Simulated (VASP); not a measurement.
SiC, 4 atoms in the cell. It takes space group P6_3mc (No. 186, hexagonal). The conventional cell has a = 3.075 Å, b = 3.075 Å, c = 5.048 Å, α = 90.00°, β = 90.00°, γ = 120.00°. Within 2.5 Å of Si (site symmetry 3m) lie 4 C at 1.88 to 1.90 Å. Within 2.5 Å of C (site symmetry 3m) lie 4 Si at 1.88 to 1.90 Å. 

| Item | Value |
| --- | --- |
| Program | VASP 6.6.1 |
| Task | single point |
| Functional | PBE |
| Potentials or basis | VASP PAW PBE potentials, release 64 (Si, C) |
| Cutoff | 520 eV |
| k mesh | 12 × 12 × 6 |
| Occupations | fermi-dirac, width 0.02 eV |
| Spin | no spin polarisation |
| Dipole correction | no |
| Further INCAR settings | ALGO = Normal; EDIFF = 1e-06; NBANDS = 16 |

Potentials or basis: VASP PAW PBE potentials, release 64 (Si, C).

The run is started by

```console
$ cat potpaw_PBE.64/Si/POTCAR potpaw_PBE.64/C/POTCAR > POTCAR
$ mpirun -np 1 vasp_std > vasp.out
```

Hardware: 1 thread of Intel Xeon 8259CL (shared host).

Estimate the wall time of this run.

Run time: 55 s on 1 thread of Intel Xeon 8259CL (shared host), peak memory 0.18 GiB. Counts: scf iterations 13, k points 76.
